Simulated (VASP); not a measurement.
# Y in VASP: notebook

The runs below take Y through electric field gradients, with LDA.

All numbers are computed with VASP 6.6.1; they aren't measurements. Logs are shortened: lines on timing, memory, paths and dates and some standing lists are left out, and cuts for length are marked.

### 1 The cell of the first run

Symmetry: I4/mmm, No. 139, tetragonal system. The conventional cell has a = 3.514 Å, b = 3.514 Å, c = 4.920 Å, α = 90.00°, β = 90.00°, γ = 90.00°. Within 4.6 Å of Y (site symmetry 4/mmm) lie 12 Y at 3.50 to 3.51 Å.

### 2 Electric field gradients, LDA (zz strain of -1 %)

Contents of INCAR:

```
SYSTEM = Y
  ALGO = Normal
  EDIFF = 1E-8
  ENCUT = 520
  GGA = CA
  ISIF = 2
  ISMEAR = -1
  LASPH = .True.
  LCHARG = .False.
  LEFG = .True.
  LREAL = .False.
  LWAVE = .False.
  NBANDS = 12
  NELM = 60
  PREC = Accurate
  SIGMA = 0.05
```

Contents of KPOINTS:

```
k-points
0
Gamma
  13 13 13
  0 0 0
```

Contents of POSCAR:

```
Y
1.0
    0.0000000000      2.4850000000      2.4601500000
    2.4850000000      0.0000000000      2.4601500000
    2.4850000000      2.4850000000      0.0000000000
Y
1
Direct
    0.0000000000      0.0000000000      0.0000000000
```

Potentials or basis: VASP PAW LDA potentials, release 64 (Y_sv).

Launch:

```
$ cat potpaw_LDA.64/Y_sv/POTCAR > POTCAR
$ mpirun -np 1 vasp_std > vasp.out
```

OUTCAR:

```text
SYSTEM = Y
   EDIFF = 1E-8
   ENCUT = 520
   GGA = CA
   ISIF = 2
   ISMEAR = -1
   LASPH = .True.
   LREAL = .False.
   NELM = 60
   PREC = Accurate

 ion  position               nearest neighbor table
   1  0.000  0.000  0.000-

  LATTYP: Found a body centered tetragonal cell.
 ALAT       =     3.5143207025
 C/A-ratio  =     1.4000714267

  Lattice vectors:

 A1 = (   0.0000000000,  -2.4850000000,  -2.4601500000)
 A2 = (   0.0000000000,   2.4850000000,  -2.4601500000)
 A3 = (   2.4850000000,   0.0000000000,   2.4601500000)

Analysis of symmetry for initial positions (statically):
=====================================================================
 Subroutine PRICEL returns:
 Original cell was already a primitive cell.

 Routine SETGRP: Setting up the symmetry group for a
 body centered tetragonal supercell.

 Subroutine GETGRP returns: Found 16 space group operations
 (whereof 16 operations were pure point group operations)
 out of a pool of 16 trial point group operations.

The static configuration has the point symmetry D_4h.

Analysis of symmetry for dynamics (positions and initial velocities):
=====================================================================
 Subroutine PRICEL returns:
 Original cell was already a primitive cell.

 Routine SETGRP: Setting up the symmetry group for a
 body centered tetragonal supercell.

 Subroutine GETGRP returns: Found 16 space group operations
 (whereof 16 operations were pure point group operations)
 out of a pool of 16 trial point group operations.

The dynamic configuration has the point symmetry D_4h.

 Subroutine INISYM returns: Found 16 space group operations
 (whereof 16 operations are pure point group operations),
 and found     1 'primitive' translations

----------------------------------------------------------------------------------------

                                     Primitive cell

  volume of cell :      30.3840

  direct lattice vectors                    reciprocal lattice vectors
     0.000000000  2.485000000  2.460150000    -0.201207243  0.201207243  0.203239640
     2.485000000  0.000000000  2.460150000     0.201207243 -0.201207243  0.203239640
     2.485000000  2.485000000  0.000000000     0.201207243  0.201207243 -0.203239640

  length of vectors
     3.496793248  3.496793248  3.514320702     0.349678511  0.349678511  0.349678511

  position of ions in fractional coordinates (direct lattice)
     0.000000000  0.000000000  0.000000000

  ion indices of the primitive-cell ions
   primitive index   ion index
                 1           1

----------------------------------------------------------------------------------------

 KPOINTS: k-points

Automatic generation of k-mesh.
 Grid dimensions read from file:
 generate k-points for:   13   13   13

 Generating k-lattice:

  Cartesian coordinates                     Fractional coordinates (reciprocal lattice)
    -0.015477480  0.015477480  0.015633818     0.076923077  0.000000000  0.000000000
     0.015477480 -0.015477480  0.015633818     0.000000000  0.076923077  0.000000000
     0.015477480  0.015477480 -0.015633818    -0.000000000 -0.000000000  0.076923077

  Length of vectors
     0.026898347  0.026898347  0.026898347

  Shift w.r.t. Gamma in fractional coordinates (k-lattice)
     0.000000000  0.000000000  0.000000000

 Subroutine IBZKPT returns following result:
 ===========================================

 Found    196 irreducible k-points:

 Following reciprocal coordinates:
            Coordinates               Weight
  0.000000  0.000000  0.000000      1.000000
  0.076923  0.000000  0.000000      8.000000
  0.153846 -0.000000  0.000000      8.000000
  0.230769 -0.000000  0.000000      8.000000
  0.307692 -0.000000  0.000000      8.000000
  0.384615 -0.000000  0.000000      8.000000
[... 16 lines left out ...]
  0.384615  0.153846  0.000000      8.000000
  0.461538  0.153846  0.000000      8.000000
 [... further k-points ...]
   k-points           NKPTS =    196   k-points in BZ     NKDIM =    196   number of bands    NBANDS=     12
   number of dos      NEDOS =    301   number of ions     NIONS =      1
   total plane-waves  NPLWV =  21952
   dimension x,y,z NGX =    28 NGY =   28 NGZ =   28
   dimension x,y,z NGXF=    56 NGYF=   56 NGZF=   56
   ions per type =               1
   NGX,Y,Z   is equivalent  to a cutoff of  13.31, 13.31, 13.25 a.u.
   NGXF,Y,Z  is equivalent  to a cutoff of  26.62, 26.62, 26.49 a.u.
 SYSTEM =  Y
   PREC   = accura    normal or accurate (medium, high low for compatibility)
   ISTART =      0    job   : 0-new  1-cont  2-samecut
   ICHARG =      2    charge: 1-file 2-atom 10-const
   ISPIN  =      1    spin polarized calculation?
   LNONCOLLINEAR =      F non collinear calculations
   LSORBIT =      F    spin-orbit coupling
   LASPH  =      T    aspherical Exc in radial PAW
   ENCUT  =  520.0 eV  38.22 Ry    6.18 a.u.   6.50  6.50  6.53*2*pi/ulx,y,z
   NELM   =     60;   NELMIN=  2; NELMDL= -5     # of ELM steps
   EDIFF  = 0.1E-07   stopping-criterion for ELM
   LREAL  =      F    real-space projection
   EDIFFG = 0.1E-06   stopping-criterion for IOM
   NSW    =      0    number of steps for IOM
   IBRION =     -1    ionic relax: 0-MD 1-quasi-New 2-CG
   NFREE  =      0    steps in history (QN), initial steepest desc. (CG)
   ISIF   =      2    stress and relaxation
   ISYM   =      2    0-nonsym 1-usesym 2-fastsym
   POTIM  = 0.5000    time-step for ionic-motion
   TEBEG  =    0.0;   TEEND  =   0.0 temperature during run
   PSTRESS=    0.0 pullay stress
   NELECT =      11.0000    total number of electrons
   NUPDOWN=      -1.0000    fix difference up-down
   EMIN   =  10.00;   EMAX   =-10.00  energy-range for DOS
   EFERMI =   0.00;   METHOD = LEGACY
   ISMEAR =    -1;   SIGMA  =   0.05  broadening in eV -4-tet -1-fermi 0-gaus
   EFERMI_NEDOS =   21; number of points for ismear=-14 and -15
   IALGO  =     38    algorithm
   IMIX   =      4    mixing-type and parameters
     AMIX     =   0.40;   BMIX     =  1.00
     AMIX_MAG =   1.60;   BMIX_MAG =  1.00
  volume/ion in A,a.u.               =      30.38       205.04
  Fermi-wavevector in a.u.,A,eV,Ry     =   1.166785  2.204904 18.522806  1.361388
  Thomas-Fermi vector in A             =   2.303294
   LORBIT       =      0    0 simple, 1 ext, 2 COOP (PROOUT), +10 PAW based schemes
   GGA     = CA    functional components
   LHFCALC =     F    Hartree Fock is set to
   AEXX    =    0.0000 exact exchange contribution
   IVDW    =     0    specifies the selected vdW correction
   LEPSILON=     F    determine dielectric tensor
   LRPA    =     F    only Hartree local field effects (RPA)
 non-spin polarized calculation
  energy-cutoff  :      520.00
  volume of cell :       30.38
 maximum number of plane-waves:       869
 NGX is ok and might be reduce to    28
   NGX = 13   NGY = 13   NGZ = 13

 number of electron      11.0000000 magnetization

 Free energy of the ion-electron system (eV)
  ---------------------------------------------------
  ext. energy  EPLUGINS =         0.00000000
  ---------------------------------------------------
  free energy    TOTEN  =        -6.94052333 eV

  energy without entropy =       -6.92873787  energy(sigma->0) =       -6.93463060

 E-fermi :   3.2601     XC(G=0):  -9.9463

 val. band max:        3.2583761832   @ k =   0.4615   0.0769   0.2308
 cond. band min:       3.2676449346   @ k =  -0.2308   0.2308   0.1538
 fundamental gap:      0.0092687514
 Fermi energy:         3.2601126052

 k-point     1 :       0.0000    0.0000    0.0000
  band No.  band energies     occupation
      1     -39.0244      2.00000
      2     -18.7827      2.00000
      3     -18.7827      2.00000
      4     -18.7812      2.00000
      5      -1.5750      2.00000
      6       5.0374      0.00000
      7       5.0374      0.00000
      8       5.1240      0.00000
      9       7.1700      0.00000
     10       7.2974      0.00000
     11      12.5015      0.00000
     12      15.8652      0.00000

 k-point     2 :       0.0769    0.0000    0.0000
  band No.  band energies     occupation
      1     -39.0193      2.00000
      2     -18.8265      2.00000
      3     -18.7884      2.00000
      4     -18.7869      2.00000
      5      -1.4147      2.00000
      6       4.8868      0.00000
      7       5.1120      0.00000
      8       5.1753      0.00000
      9       7.0882      0.00000
     10       7.2081      0.00000
     11      12.8661      0.00000
     12      15.2566      0.00000

 k-point     3 :       0.1538   -0.0000    0.0000
  band No.  band energies     occupation
      1     -39.0051      2.00000
      2     -18.9474      2.00000
      3     -18.8043      2.00000
      4     -18.8012      2.00000
      5      -0.9607      2.00000
      6       4.4850      0.00000
      7       5.2700      0.00000
      8       5.3376      0.00000
      9       6.9630      0.00000
     10       7.0576      0.00000
     11      13.5609      0.00000
     12      14.4216      0.00000
[... 286 lines left out ...]
 k-point    23 :       0.3846    0.1538    0.0000
  band No.  band energies     occupation
      1     -38.9450      2.00000
      2     -19.3252      2.00000
      3     -18.9195      2.00000
      4     -18.9132      2.00000
      5       1.0820      2.00000
      6       3.4213      0.07657
      7       4.5981      0.00000
      8       5.6272      0.00000
      9       7.6297      0.00000
     10       8.5612      0.00000
     11      12.7189      0.00000
     12      14.6850      0.00000

 k-point    24 :       0.4615    0.1538    0.0000
  band No.  band energies     occupation
      1     -38.9312      2.00000
      2     -19.4190      2.00000
      3     -18.9534      2.00000
      4     -18.9197      2.00000
      5       1.5414      2.00000
      6       3.4485      0.04515
      7       4.4846      0.00000
      8       5.4468      0.00000
      9       8.5460      0.00000
     10       8.9265      0.00000
     11      11.6767      0.00000
     12      13.9067      0.00000

 [... further k-points ...]

------------------------ aborting loop because EDIFF is reached ----------------------------------------

  FORCE on cell =-STRESS in cart. coord.  units (eV):
  Direction    XX          YY          ZZ          XY          YZ          ZX
  --------------------------------------------------------------------------------------
  -------------------------------------------------------------------------------------
  Total       -0.2976691     -0.2976691     -0.2359167      0.0000000      0.0000000      0.0000000
  in kB      -15.6963985    -15.6963985    -12.4401268      0.0000000      0.0000000      0.0000000
  external PRESSURE =     -14.6109746 kB  Pullay stress =       0.0000000 kB

 VOLUME and BASIS-vectors are now :
 -----------------------------------------------------------------------------
  energy-cutoff  :      520.00
  volume of cell :       30.38
      direct lattice vectors                 reciprocal lattice vectors
     0.000000000  2.485000000  2.460150000    -0.201207243  0.201207243  0.203239640
     2.485000000  0.000000000  2.460150000     0.201207243 -0.201207243  0.203239640
     2.485000000  2.485000000  0.000000000     0.201207243  0.201207243 -0.203239640

 POSITION                                       TOTAL-FORCE (eV/Angst)
 -----------------------------------------------------------------------------------
      0.00000      0.00000      0.00000         0.000000      0.000000      0.000000
 -----------------------------------------------------------------------------------
    total drift:                               -0.000000      0.000000     -0.000000

  FREE ENERGIE OF THE ION-ELECTRON SYSTEM (eV)
  ---------------------------------------------------
  free  energy   TOTEN  =        -6.9405233267 eV

  energy  without entropy=       -6.9287378742  energy(sigma->0) =       -6.93463060

 Electric field gradients (V/A^2)
---------------------------------------------------------------------
 ion       V_xx      V_yy      V_zz      V_xy      V_xz      V_yz
---------------------------------------------------------------------
   1      -0.422    -0.422     0.844     0.000     0.000     0.000
---------------------------------------------------------------------

 Electric field gradients after diagonalization (V/A^2)
 (convention: |V_zz| > |V_xx| > |V_yy|)
----------------------------------------------------------------------
 ion       V_xx      V_yy      V_zz     asymmetry (V_yy - V_xx)/ V_zz
----------------------------------------------------------------------
   1      -0.422    -0.422     0.844       0.000
----------------------------------------------------------------------

           NMR quadrupolar parameters

 Cq : quadrupolar parameter    Cq=e*Q*V_zz/h
 eta: asymmetry parameters     (V_yy - V_xx)/ V_zz
 Q  : nuclear electric quadrupole moment in mb (millibarn)
----------------------------------------------------------------------
 ion       Cq(MHz)       eta       Q (mb)
----------------------------------------------------------------------
   1       0.002       0.000       1.000
----------------------------------------------------------------------
```

It took 32 s on 1 thread of AMD EPYC 9R45 (Zen 5), shared host; peak memory 0.19 GiB.

Results:

```yaml
Free_energy: -6.9405 eV
Pressure: -1.5 GPa
Band_gap_on_the_k_mesh: zero (an odd number of electrons rules out a gap without spin polarisation)
Largest_electric_field_gradient_by_atom: Y +0.8 V/Å²
```

Levels at points of the mesh, in eV from the Fermi level:
```csv
k point,band 3,band 4,band 5,band 6,band 7,band 8,band 9,band 10
"(0.00, 0.00, 0.00)",-22.04,-22.04,-4.84,1.78,1.78,1.86,3.91,4.04
```

Electric field gradients, principal values (V/Å²):
| atom | least | middle | greatest (by size) |
| --- | --- | --- | --- |
| 1 Y | -0.422 | -0.422 | 0.844 |

Caveat: the cell differs from its parent crystal (zz strain of -1 %); without QUAD_EFG the Cq values of the log hold for a quadrupole moment of 1 mb, not for the nuclei.

### 3 Electric field gradients, LDA (zz strain of -1 %)

Contents of INCAR:

```
PREC = Accurate
ENCUT = 520
EDIFF = 1E-8
ISMEAR = -1
SIGMA = 0.05
LREAL = F
LASPH = T
NELM = 100
ALGO = Normal
ISIF = 2
LWAVE = F
LCHARG = F
LEFG = T
NBANDS = 12
```

Contents of KPOINTS:

```
regular mesh
0
Gamma
  13 13 13
```

POSCAR is that of step 2.

Potentials or basis: VASP PAW LDA potentials, release 64 (Y_sv).

Launch:

```
$ cat potpaw_LDA.64/Y_sv/POTCAR > POTCAR
$ mpirun -np 1 vasp_std > vasp.out
```

OUTCAR:

```text
PREC = Accurate
   ENCUT = 520
   EDIFF = 1E-8
   ISMEAR = -1
   LREAL = F
   LASPH = T
   NELM = 100
   ISIF = 2

 ion  position               nearest neighbor table
   1  0.000  0.000  0.000-

  LATTYP: Found a body centered tetragonal cell.
 ALAT       =     3.5143207025
 C/A-ratio  =     1.4000714267

  Lattice vectors:

[... 567 lines left out ...]
 -----------------------------------------------------------------------------------
    total drift:                               -0.000000      0.000000     -0.000000

  FREE ENERGIE OF THE ION-ELECTRON SYSTEM (eV)
  ---------------------------------------------------
  free  energy   TOTEN  =        -6.9405233267 eV

  energy  without entropy=       -6.9287378742  energy(sigma->0) =       -6.93463060

 Electric field gradients (V/A^2)
---------------------------------------------------------------------
 ion       V_xx      V_yy      V_zz      V_xy      V_xz      V_yz
---------------------------------------------------------------------
   1      -0.422    -0.422     0.844     0.000     0.000     0.000
---------------------------------------------------------------------

 Electric field gradients after diagonalization (V/A^2)
 (convention: |V_zz| > |V_xx| > |V_yy|)
----------------------------------------------------------------------
 ion       V_xx      V_yy      V_zz     asymmetry (V_yy - V_xx)/ V_zz
----------------------------------------------------------------------
   1      -0.422    -0.422     0.844       0.000
----------------------------------------------------------------------

           NMR quadrupolar parameters

 Cq : quadrupolar parameter    Cq=e*Q*V_zz/h
 eta: asymmetry parameters     (V_yy - V_xx)/ V_zz
 Q  : nuclear electric quadrupole moment in mb (millibarn)
----------------------------------------------------------------------
 ion       Cq(MHz)       eta       Q (mb)
----------------------------------------------------------------------
   1       0.002       0.000       1.000
----------------------------------------------------------------------
```

OSZICAR:

```text
N       E                     dE             d eps       ncg     rms          rms(c)
DAV:   1     0.258438142235E+02    0.25844E+02   -0.56149E+03  4720   0.841E+02
DAV:   2    -0.578528977806E+01   -0.31629E+02   -0.30710E+02  5624   0.169E+02
DAV:   3    -0.709010709067E+01   -0.13048E+01   -0.12844E+01  6688   0.223E+01
DAV:   4    -0.712283071366E+01   -0.32724E-01   -0.32707E-01  5280   0.335E+00
DAV:   5    -0.712350196549E+01   -0.67125E-03   -0.67121E-03  6144   0.371E-01    0.231E+01
DAV:   6    -0.697073254811E+01    0.15277E+00   -0.18528E-01  5128   0.278E+00    0.141E+01
DAV:   7    -0.694453633366E+01    0.26196E-01   -0.24887E-01  5732   0.319E+00    0.111E+00
DAV:   8    -0.694055904940E+01    0.39773E-02   -0.28651E-02  5416   0.133E+00    0.158E-01
DAV:   9    -0.694052910287E+01    0.29947E-04   -0.85183E-04  5776   0.233E-01    0.596E-02
DAV:  10    -0.694052324413E+01    0.58587E-05   -0.46766E-05  5444   0.579E-02    0.172E-02
DAV:  11    -0.694052330720E+01   -0.63064E-07   -0.65382E-06  5448   0.226E-02    0.124E-02
DAV:  12    -0.694052332603E+01   -0.18839E-07   -0.77349E-07  5324   0.802E-03    0.281E-03
DAV:  13    -0.694052332668E+01   -0.64142E-09   -0.41013E-08  6056   0.163E-03
   1 F= -.69405233E+01 E0= -.69346306E+01  d E =-.117855E-01
```

Run time: 32 s. Hardware: 1 thread of AMD EPYC 9R45 (Zen 5), shared host; peak memory 0.19 GiB.

What came out:

```yaml
Free_energy: -6.9405 eV
Pressure: -1.5 GPa
Band_gap_on_the_k_mesh: zero (an odd number of electrons rules out a gap without spin polarisation)
Largest_electric_field_gradient_by_atom: Y +0.8 V/Å²
```

Stress tensor (GPa, compression positive):
```
-1.57  0.00  0.00
 0.00 -1.57  0.00
 0.00  0.00 -1.24
```

Levels at points of the mesh, in eV from the Fermi level:
```csv
k point,band 4,band 5,band 6,band 7,band 8,band 9
"(0.00, 0.00, 0.00)",-22.04,-4.84,1.78,1.78,1.86,3.91
```

Electric field gradients, principal values (V/Å²):
| atom | least | middle | greatest (by size) |
| --- | --- | --- | --- |
| 1 Y | -0.422 | -0.422 | 0.844 |

Caveat: the cell differs from its parent crystal (zz strain of -1 %); without QUAD_EFG the Cq values of the log hold for a quadrupole moment of 1 mb, not for the nuclei.

[end of part 1 of 2]

The gap in the log of VASP goes by the Fermi energy; the results here count the filled bands.